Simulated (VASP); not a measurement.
# Ag (Fm-3m) in VASP: further runs

Runs on Ag. Level: PBE. Tasks: single point, relaxation of cell and atoms.

All numbers are computed with VASP 6.6.1; they aren't measurements. Logs are shortened: lines on timing, memory, paths and dates and some standing lists are left out, and cuts for length are marked.

**1. The cell of the first run**

Symmetry: Fm-3m, No. 225, cubic system. The conventional cell has a = 4.104 Å, b = 4.104 Å, c = 4.104 Å, α = 90.00°, β = 90.00°, γ = 90.00°. Within 3.8 Å of Ag (site symmetry m-3m) lie 12 Ag at 2.90 Å.

**2. Single point, PBE**

INCAR

```
SYSTEM = Ag
PREC = Accurate
ENCUT = 520
EDIFF = 1E-6
ISMEAR = 0
SIGMA = 0.1
LREAL = .FALSE.
LASPH = .TRUE.
NELM = 60
ALGO = Normal
ISIF = 2
LWAVE = .FALSE.
LCHARG = .TRUE.
GGA = PE
LELF = .TRUE.
LVHAR = .TRUE.
NBANDS = 12
```

KPOINTS

```
regular mesh
0
G
  8 8 8
  0 0 0
```

POSCAR

```
Ag
1.0
    0.0000000000      2.0521781800      2.0521781800
    2.0521781800      0.0000000000      2.0521781800
    2.0521781800      2.0521781800      0.0000000000
Ag
1
Direct
    0.0000000000      0.0000000000      0.0000000000
```

Potentials or basis: VASP PAW PBE potentials, release 64 (Ag).

Started as:

```console
cat potpaw_PBE.64/Ag/POTCAR > POTCAR
mpirun -np 1 vasp_std > vasp.out
```

OUTCAR:

```text
SYSTEM = Ag
   PREC = Accurate
   ENCUT = 520
   EDIFF = 1E-6
   ISMEAR = 0
   LREAL = .FALSE.
   LASPH = .TRUE.
   NELM = 60
   ISIF = 2
   GGA = PE

 ion  position               nearest neighbor table
   1  0.000  0.000  0.000-

  LATTYP: Found a face centered cubic cell.
 ALAT       =     4.1043563600

  Lattice vectors:

 A1 = (   0.0000000000,   2.0521781800,   2.0521781800)
 A2 = (   2.0521781800,   0.0000000000,   2.0521781800)
 A3 = (   2.0521781800,   2.0521781800,   0.0000000000)

Analysis of symmetry for initial positions (statically):
=====================================================================
 Subroutine PRICEL returns:
 Original cell was already a primitive cell.

 Routine SETGRP: Setting up the symmetry group for a
 face centered cubic supercell.

 Subroutine GETGRP returns: Found 48 space group operations
 (whereof 48 operations were pure point group operations)
 out of a pool of 48 trial point group operations.

The static configuration has the point symmetry O_h .

Analysis of symmetry for dynamics (positions and initial velocities):
=====================================================================
 Subroutine PRICEL returns:
 Original cell was already a primitive cell.

 Routine SETGRP: Setting up the symmetry group for a
 face centered cubic supercell.

 Subroutine GETGRP returns: Found 48 space group operations
 (whereof 48 operations were pure point group operations)
 out of a pool of 48 trial point group operations.

The dynamic configuration has the point symmetry O_h .

 Subroutine INISYM returns: Found 48 space group operations
 (whereof 48 operations are pure point group operations),
 and found     1 'primitive' translations

----------------------------------------------------------------------------------------

                                     Primitive cell

  volume of cell :      17.2852

  direct lattice vectors                    reciprocal lattice vectors
     0.000000000  2.052178180  2.052178180    -0.243643561  0.243643561  0.243643561
     2.052178180  0.000000000  2.052178180     0.243643561 -0.243643561  0.243643561
     2.052178180  2.052178180  0.000000000     0.243643561  0.243643561 -0.243643561

  length of vectors
     2.902218215  2.902218215  2.902218215     0.422003027  0.422003027  0.422003027

  position of ions in fractional coordinates (direct lattice)
     0.000000000  0.000000000  0.000000000

  ion indices of the primitive-cell ions
   primitive index   ion index
                 1           1

----------------------------------------------------------------------------------------

 KPOINTS: regular mesh

Automatic generation of k-mesh.
 Grid dimensions read from file:
 generate k-points for:    8    8    8

 Generating k-lattice:

  Cartesian coordinates                     Fractional coordinates (reciprocal lattice)
    -0.030455445  0.030455445  0.030455445     0.125000000  0.000000000  0.000000000
     0.030455445 -0.030455445  0.030455445     0.000000000  0.125000000  0.000000000
     0.030455445  0.030455445 -0.030455445     0.000000000  0.000000000  0.125000000

  Length of vectors
     0.052750378  0.052750378  0.052750378

  Shift w.r.t. Gamma in fractional coordinates (k-lattice)
     0.000000000  0.000000000  0.000000000

 Subroutine IBZKPT returns following result:
 ===========================================

 Found     29 irreducible k-points:

 Following reciprocal coordinates:
            Coordinates               Weight
  0.000000  0.000000  0.000000      1.000000
  0.125000  0.000000  0.000000      8.000000
  0.250000  0.000000  0.000000      8.000000
  0.375000  0.000000  0.000000      8.000000
  0.500000  0.000000  0.000000      4.000000
  0.125000  0.125000  0.000000      6.000000
[... 16 lines left out ...]
  0.500000  0.250000  0.125000     48.000000
 -0.375000  0.250000  0.125000     24.000000
 [... further k-points ...]
   k-points           NKPTS =     29   k-points in BZ     NKDIM =     29   number of bands    NBANDS=     12
   number of dos      NEDOS =    301   number of ions     NIONS =      1
   total plane-waves  NPLWV =  13824
   dimension x,y,z NGX =    24 NGY =   24 NGZ =   24
   dimension x,y,z NGXF=    48 NGYF=   48 NGZF=   48
   ions per type =               1
   NGX,Y,Z   is equivalent  to a cutoff of  13.75, 13.75, 13.75 a.u.
   NGXF,Y,Z  is equivalent  to a cutoff of  27.50, 27.50, 27.50 a.u.
 SYSTEM =  Ag
   PREC   = accura    normal or accurate (medium, high low for compatibility)
   ISTART =      0    job   : 0-new  1-cont  2-samecut
   ICHARG =      2    charge: 1-file 2-atom 10-const
   ISPIN  =      1    spin polarized calculation?
   LNONCOLLINEAR =      F non collinear calculations
   LSORBIT =      F    spin-orbit coupling
   LASPH  =      T    aspherical Exc in radial PAW
   ENCUT  =  520.0 eV  38.22 Ry    6.18 a.u.   5.40  5.40  5.40*2*pi/ulx,y,z
   NELM   =     60;   NELMIN=  2; NELMDL= -5     # of ELM steps
   EDIFF  = 0.1E-05   stopping-criterion for ELM
   LREAL  =      F    real-space projection
   EDIFFG = 0.1E-04   stopping-criterion for IOM
   NSW    =      0    number of steps for IOM
   IBRION =     -1    ionic relax: 0-MD 1-quasi-New 2-CG
   NFREE  =      0    steps in history (QN), initial steepest desc. (CG)
   ISIF   =      2    stress and relaxation
   ISYM   =      2    0-nonsym 1-usesym 2-fastsym
   POTIM  = 0.5000    time-step for ionic-motion
   TEBEG  =    0.0;   TEEND  =   0.0 temperature during run
   PSTRESS=    0.0 pullay stress
   NELECT =      11.0000    total number of electrons
   NUPDOWN=      -1.0000    fix difference up-down
   EMIN   =  10.00;   EMAX   =-10.00  energy-range for DOS
   EFERMI =   0.00;   METHOD = LEGACY
   ISMEAR =     0;   SIGMA  =   0.10  broadening in eV -4-tet -1-fermi 0-gaus
   EFERMI_NEDOS =   21; number of points for ismear=-14 and -15
   IALGO  =     38    algorithm
   IMIX   =      4    mixing-type and parameters
     AMIX     =   0.40;   BMIX     =  1.00
     AMIX_MAG =   1.60;   BMIX_MAG =  1.00
  volume/ion in A,a.u.               =      17.29       116.65
  Fermi-wavevector in a.u.,A,eV,Ry     =   1.408145  2.661008 26.978610  1.982872
  Thomas-Fermi vector in A             =   2.530332
   LORBIT       =      0    0 simple, 1 ext, 2 COOP (PROOUT), +10 PAW based schemes
   GGA     = PE    functional components
   LHFCALC =     F    Hartree Fock is set to
   AEXX    =    0.0000 exact exchange contribution
   IVDW    =     0    specifies the selected vdW correction
   LEPSILON=     F    determine dielectric tensor
   LRPA    =     F    only Hartree local field effects (RPA)
 non-spin polarized calculation
 Gauss-broadening in eV      SIGMA  =   0.10
  energy-cutoff  :      520.00
  volume of cell :       17.29
 maximum number of plane-waves:       483
 NGX is ok and might be reduce to    24
   NGX = 11   NGY = 11   NGZ = 11

 number of electron      10.9999999 magnetization

 Free energy of the ion-electron system (eV)
  ---------------------------------------------------
  ext. energy  EPLUGINS =         0.00000000
  ---------------------------------------------------
  free energy    TOTEN  =        -2.68456825 eV

  energy without entropy =       -2.68151446  energy(sigma->0) =       -2.68304136

 E-fermi :   8.0417     XC(G=0): -12.1271

 val. band max:        7.9668283383   @ k =   0.5000   0.2500   0.1250
 cond. band min:       8.4592822245   @ k =   0.5000   0.3750   0.1250
 fundamental gap:      0.4924538862
 Fermi energy:         8.0416874830

 k-point     1 :       0.0000    0.0000    0.0000
  band No.  band energies     occupation
      1       0.5743      2.00000
      2       3.4909      2.00000
      3       3.4909      2.00000
      4       3.4909      2.00000
      5       4.5008      2.00000
      6       4.5008      2.00000
      7      24.2367      0.00000
      8      27.7336      0.00000
      9      27.7336      0.00000
     10      27.7336      0.00000
     11      32.5046      0.00000
     12      33.5620      0.00000

 k-point     2 :       0.1250    0.0000    0.0000
  band No.  band energies     occupation
      1       1.0403      2.00000
      2       3.4058      2.00000
      3       3.6063      2.00000
      4       3.6063      2.00000
      5       4.4675      2.00000
      6       4.4675      2.00000
      7      23.7092      0.00000
      8      25.3164      0.00000
      9      27.8766      0.00000
     10      27.8766      0.00000
     11      31.5361      0.00000
     12      32.9304      0.00000

 k-point     3 :       0.2500    0.0000    0.0000
  band No.  band energies     occupation
      1       1.9384      2.00000
      2       3.6868      2.00000
      3       3.6868      2.00000
      4       3.7362      2.00000
      5       4.6229      2.00000
      6       4.6229      2.00000
      7      19.2824      0.00000
      8      24.8048      0.00000
      9      27.7180      0.00000
     10      27.7180      0.00000
     11      30.9979      0.00000
     12      31.4015      0.00000

 k-point     4 :       0.3750    0.0000    0.0000
  band No.  band energies     occupation
      1       2.0168      2.00000
      2       3.5489      2.00000
      3       3.5489      2.00000
      4       5.0560      2.00000
      5       5.0560      2.00000
      6       5.8104      2.00000
      7      14.6460      0.00000
      8      23.8910      0.00000
      9      26.6081      0.00000
     10      26.6081      0.00000
     11      30.9056      0.00000
     12      30.9056      0.00000

 k-point     5 :       0.5000    0.0000    0.0000
  band No.  band energies     occupation
      1       1.9352      2.00000
      2       3.4697      2.00000
      3       3.4697      2.00000
      4       5.2776      2.00000
      5       5.2776      2.00000
      6       7.8804      1.97742
      7      11.7740      0.00000
      8      23.4666      0.00000
      9      25.9753      0.00000
     10      25.9753      0.00000
     11      30.9052      0.00000
     12      30.9052      0.00000
[... 228 lines left out ...]
      1       1.8931      2.00000
      2       2.0288      2.00000
      3       5.2460      2.00000
      4       5.4804      2.00000
      5       5.4804      2.00000
      6       9.8613      0.00000
      7      14.8808      0.00000
      8      18.8384      0.00000
      9      18.8384      0.00000
     10      25.2645      0.00000
     11      25.3175      0.00000
     12      37.7030      0.00000

 k-point    22 :       0.3750    0.2500    0.1250
  band No.  band energies     occupation
      1       2.7221      2.00000
      2       2.8761      2.00000
      3       3.5691      2.00000
      4       4.3390      2.00000
      5       4.5330      2.00000
      6       5.7980      2.00000
      7      20.0162      0.00000
      8      20.3584      0.00000
      9      24.3752      0.00000
     10      27.5012      0.00000
     11      29.3404      0.00000
     12      32.5256      0.00000

 k-point    23 :       0.5000    0.2500    0.1250
  band No.  band energies     occupation
      1       2.6386      2.00000
      2       3.1946      2.00000
      3       3.5292      2.00000
      4       4.2534      2.00000
      5       4.9975      2.00000
      6       7.9668      1.71025
      7      15.5318      0.00000
      8      19.9193      0.00000
      9      22.2290      0.00000
     10      27.2131      0.00000
     11      30.6654      0.00000
     12      34.0521      0.00000

 k-point    24 :      -0.3750    0.2500    0.1250
  band No.  band energies     occupation
      1       2.5834      2.00000
      2       3.0530      2.00000
      3       3.9198      2.00000
      4       4.0794      2.00000
      5       5.2042      2.00000
      6      10.5197      0.00000
      7      12.1280      0.00000
      8      20.5417      0.00000
      9      20.7292      0.00000
     10      26.6277      0.00000
     11      31.3276      0.00000
     12      35.3810      0.00000

 [... further k-points ...]

------------------------ aborting loop because EDIFF is reached ----------------------------------------

  FORCE on cell =-STRESS in cart. coord.  units (eV):
  Direction    XX          YY          ZZ          XY          YZ          ZX
  --------------------------------------------------------------------------------------
  -------------------------------------------------------------------------------------
  Total        0.3812010      0.3812010      0.3812010      0.0000000      0.0000000     -0.0000000
  in kB       35.3337264     35.3337264     35.3337264      0.0000000      0.0000000     -0.0000000
  external PRESSURE =      35.3337264 kB  Pullay stress =       0.0000000 kB

 VOLUME and BASIS-vectors are now :
 -----------------------------------------------------------------------------
  energy-cutoff  :      520.00
  volume of cell :       17.29
      direct lattice vectors                 reciprocal lattice vectors
     0.000000000  2.052178180  2.052178180    -0.243643561  0.243643561  0.243643561
     2.052178180  0.000000000  2.052178180     0.243643561 -0.243643561  0.243643561
     2.052178180  2.052178180  0.000000000     0.243643561  0.243643561 -0.243643561

 POSITION                                       TOTAL-FORCE (eV/Angst)
 -----------------------------------------------------------------------------------
      0.00000      0.00000      0.00000         0.000000      0.000000      0.000000
 -----------------------------------------------------------------------------------
    total drift:                               -0.000000      0.000000      0.000000

  FREE ENERGIE OF THE ION-ELECTRON SYSTEM (eV)
  ---------------------------------------------------
  free  energy   TOTEN  =        -2.6845682501 eV

  energy  without entropy=       -2.6815144635  energy(sigma->0) =       -2.68304136
```

It took 2.9 s on 1 thread of Intel Xeon 6975P-C (Granite Rapids), shared host; peak memory 0.14 GiB.

Results:

* Free energy: -2.6846 eV
* Pressure: 3.5 GPa

Levels at points of the mesh, in eV from the Fermi level:
```csv
k point,band 3,band 4,band 5,band 6,band 7,band 8,band 9,band 10
"(0.00, 0.00, 0.00)",-4.55,-4.55,-3.54,-3.54,16.20,19.69,19.69,19.69
"(0.50, 0.00, 0.00)",-4.57,-2.76,-2.76,-0.16,3.73,15.42,17.93,17.93
"(0.50, 0.50, 0.00)",-2.80,-2.56,-2.56,1.82,6.84,10.80,10.80,17.22
```

**3. Single point, PBE**

This run uses another cell than the first one, of 17.84 Å³/atom, 1.032 times its volume.

INCAR

```
PREC = Accurate
ENCUT = 520
EDIFF = 1E-7
ISMEAR = 0
SIGMA = 0.1
LREAL = F
LASPH = T
NELM = 100
ALGO = Normal
ISIF = 2
LWAVE = F
LCHARG = F
GGA = PE
NBANDS = 12
```

KPOINTS

```
regular mesh
0
Gamma
  18 18 18
```

POSCAR

```
Ag
1.0
    0.0000000000      2.0737491133      2.0737491133
    2.0737491133      0.0000000000      2.0737491133
    2.0737491133      2.0737491133      0.0000000000
Ag
1
Direct
    0.0000000000      0.0000000000      0.0000000000
```

Potentials or basis: VASP PAW PBE potentials, release 64 (Ag).

Started as:

```console
cat potpaw_PBE.64/Ag/POTCAR > POTCAR
mpirun -np 1 vasp_std > vasp.out
```

It took 11 s on 1 thread of Intel Xeon 6975P-C (Granite Rapids), shared host; peak memory 0.17 GiB.

The run converged. Its results:

```
Free energy : -2.7208 eV
Pressure    : -0.1 GPa
```

Levels at points of the mesh, in eV from the Fermi level:
```tsv
k point	band 4	band 5	band 6	band 7	band 8	band 9
(0.00, 0.00, 0.00)	-4.62	-3.66	-3.66	15.95	19.26	19.26
(0.50, 0.00, 0.00)	-2.93	-2.93	-0.25	3.39	15.18	17.44
(0.50, 0.50, 0.00)	-2.74	-2.74	1.68	6.43	10.47	10.47
```

(Part 1 of 2 ends here.)
